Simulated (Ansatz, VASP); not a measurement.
One calculation of AlGa3N4, two programs

File INCAR:

```
SYSTEM = AlGa3N4
ALGO = Normal ; EDIFF = 1E-6
ENCUT = 520 ; GGA = CA
ISIF = 2 ; ISMEAR = 0
LASPH = .TRUE. ; LCHARG = .FALSE.
LREAL = .FALSE. ; LWAVE = .FALSE.
NBANDS = 41 ; NELM = 80
PREC = Accurate ; SIGMA = 0.05
```

KPOINTS

```
k-points
0
G
  6 6 6
  0 0 0
```

Contents of POSCAR:

```
AlGa3N4
1.0
    4.5428476540      0.0693393783      0.0693393783
    0.0693393783      4.5428476540      0.0693393783
    0.0693393783      0.0693393783      4.5428476540
Al Ga N
1 3 4
Direct
    0.0000000000      0.0000000000      0.0000000000
    0.5000000000      0.5000000000      0.0000000000
    0.5000000000      0.0000000000      0.5000000000
    0.0000000000      0.5000000000      0.5000000000
    0.7548078379      0.7548078379      0.2451921621
    0.7548078379      0.2451921621      0.7548078379
    0.2451921621      0.7548078379      0.7548078379
    0.2451921621      0.2451921621      0.2451921621
```

Input for Ansatz:

```yaml
crystal:
  lattice:
    - [4.542847654, 0.0693393783, 0.0693393783]
    - [0.0693393783, 4.542847654, 0.0693393783]
    - [0.0693393783, 0.0693393783, 4.542847654]
  atoms:
    - { symbol: Al, position: [0.0, 0.0, 0.0] }
    - { symbol: Ga, position: [0.5, 0.5, 0.0] }
    - { symbol: Ga, position: [0.5, 0.0, 0.5] }
    - { symbol: Ga, position: [0.0, 0.5, 0.5] }
    - { symbol: "N", position: [0.7548078379, 0.7548078379, 0.2451921621] }
    - { symbol: "N", position: [0.7548078379, 0.2451921621, 0.7548078379] }
    - { symbol: "N", position: [0.2451921621, 0.7548078379, 0.7548078379] }
    - { symbol: "N", position: [0.2451921621, 0.2451921621, 0.2451921621] }
basis:
  ecutwfc: 520.0
kpoints:
  mp_grid: { grid: [6, 6, 6] }
hamiltonian:
  xc: lda
  pseudopotentials: { kind: paw, azcp: { folder: soft_1 } }
scf:
  occupations: { method: gaussian, width: 0.05 }
output:
  forces: true
  stress: true
  eigenvalues: true
```

Alike in both runs: task single point; functional LDA; k mesh 6 × 6 × 6; occupations gaussian, width 0.05 eV; no spin polarisation.

```csv
,VASP,Ansatz
version,VASP 6.6.1,Ansatz 0.2.0
potentials or method,"VASP PAW LDA potentials, release 64 (Al, Ga_d, N), cutoff 520 eV","scalar-relativistic, plane waves, PAW"
valence electrons in the cell,62,62
```

|  | VASP | Ansatz | Ansatz less VASP |
| --- | --- | --- | --- |
| gap on the k mesh at the Fermi level (eV) | 1.92 | 1.91 | -0.008 |
| least direct gap on the mesh (eV) | 1.92 | 1.91 | -0.008 |
| pressure (GPa) | -12.1 | -12.9 | -0.75 |
| traceless stress, the component that is largest in VASP (GPa) | -4.94 | -4.85 | +0.085 |
| rms of the force components (eV/Å) | 0.122 | 0.112 | -0.0099 |

Ansatz warns that its potentials were made for another functional, while VASP's fit it. LDA's correlation is that of Perdew and Zunger in VASP and of Perdew and Wang (1992) in Ansatz. Atom by atom the forces differ by 0.014 eV/Å (rms over components).
